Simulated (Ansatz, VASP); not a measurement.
**BiTe in VASP and in Ansatz**

INCAR

```
ALGO = Normal ; EDIFF = 1E-6
ENCUT = 520 ; GGA = PE
ISIF = 2 ; ISMEAR = 0
IVDW = 12 ; LASPH = True
LCHARG = False ; LREAL = False
LWAVE = False ; NBANDS = 18
NELM = 60 ; PREC = Accurate
SIGMA = 0.05
```

Contents of KPOINTS:

```
k-points
0
Gamma
  6 6 6
```

The input POSCAR:

```
BiTe
1.0
    0.0000000000      3.2349999084      3.2349999084
    3.2349999084      0.0000000000      3.2349999084
    3.2349999084      3.2349999084      0.0000000000
Bi Te
1 1
Direct
    0.5000000000      0.5000000000      0.5000000000
    0.0000000000      0.0000000000      0.0000000000
```

Input for Ansatz:

```yaml
crystal:
  lattice:
    - [0.0, 3.2349999084, 3.2349999084]
    - [3.2349999084, 0.0, 3.2349999084]
    - [3.2349999084, 3.2349999084, 0.0]
  atoms:
    - { symbol: Bi, position: [0.5, 0.5, 0.5] }
    - { symbol: Te, position: [0.0, 0.0, 0.0] }
basis:
  ecutwfc: 420
  ecutrho_ratio: 4
kpoints:
  mp_grid: { grid: [6, 6, 6] }
hamiltonian:
  xc: pbe
  dispersion: d3bj
scf:
  occupations: { method: gaussian, width: 0.05 }
output:
  forces: true
  stress: true
  eigenvalues: true
```

Alike in both runs: task single point; functional PBE; dispersion D3(BJ); k mesh 6 × 6 × 6; occupations gaussian, width 0.05 eV; no spin polarisation.

```csv
,VASP,Ansatz
version,VASP 6.6.1,Ansatz 0.2.0
potentials or method,"VASP PAW PBE potentials, release 64 (Bi_d, Te), cutoff 520 eV","scalar-relativistic, plane waves, PAW"
valence electrons in the cell,21,31
```

```tsv
	VASP	Ansatz	Ansatz less VASP
gap on the k mesh at the Fermi level (eV)	none	none	-
pressure (GPa)	-1.3	-1.2	+0.07
```

A gap of «none» marks a metal or a gap that the smearing closes. VASP's potentials hold 21 valence electrons a cell and Ansatz's 31, so a difference there can come from the potentials and not from the codes.

Neither program's run includes spin-orbit coupling.
